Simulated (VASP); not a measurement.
Set up this calculation in VASP 6.6.1, as the native input.

```
Task                   : relaxation of cell and atoms
Functional             : LDA
Potentials or basis    : VASP PAW LDA potentials, release 64 (Sr_sv)
Cutoff                 : 600 eV
k mesh                 : 6 × 6 × 9
Occupations            : fermi-dirac, width 0.1 eV
Spin                   : no spin polarisation
Target pressure        : 8.1 GPa
Dipole correction      : no
Further INCAR settings : ALGO = Normal; EDIFF = 1e-06; IBRION = 2; EDIFFG = -0.005; NSW = 32; ISIF = 3
```

The structure of Sr lies in POSCAR:

```
Sr
1.0
    5.8586183753      0.0000000000      0.0000000000
   -2.9293091876      5.0737123441      0.0000000000
    0.0000000000      0.0000000000      3.4394677781
Sr
3
Direct
    0.0000000000      0.0000000000      0.0000000000
    0.3333333333      0.6666666667      0.5000000000
    0.6666666667      0.3333333333      0.5000000000
```

This isn't the form of Sr at room conditions, which is fcc.

The input as run:

INCAR

```
SYSTEM = Sr
PREC = Accurate
ENCUT = 600
EDIFF = 1E-6
ISMEAR = -1
SIGMA = 0.1
LREAL = .False.
LASPH = .True.
NELM = 60
ALGO = Normal
ISIF = 3
LWAVE = .False.
LCHARG = .False.
IBRION = 2
NSW = 32
EDIFFG = -0.005
PSTRESS = 81.0
```

KPOINTS

```
Automatic mesh
0
Gamma
  6 6 9
  0 0 0
```

Potentials or basis: VASP PAW LDA potentials, release 64 (Sr_sv).

Launch:

```sh
$ cat potpaw_LDA.64/Sr_sv/POTCAR > POTCAR
$ mpirun -np 1 vasp_std > vasp.out
```

It gave:

| Item | Value |
| --- | --- |
| Relaxed volume | 34.13 Å³/atom |
| Relaxed cell | a = 5.862 Å, b = 5.862 Å, c = 3.441 Å, α = 90.00°, β = 90.00°, γ = 120.00° |
| Space group after relaxing (to 0.1 Å) | P6/mmm (No. 191) |
| Energy change on relaxing (the run minimises the enthalpy) | -2.7 meV/atom |
| Ionic steps | 2 |
| Pressure after relaxing | 8.1 GPa |
| Band gap on the k mesh | zero (bands 15 and 16 overlap by 0.87 eV) |

Caveat: the cell is relaxed towards a set pressure, so the run minimises the enthalpy, not the energy.

Wall time 48 s on 1 thread of Intel(R) Xeon(R) 6975P-C (Granite Rapids), on a shared host, peak memory 0.24 GiB.
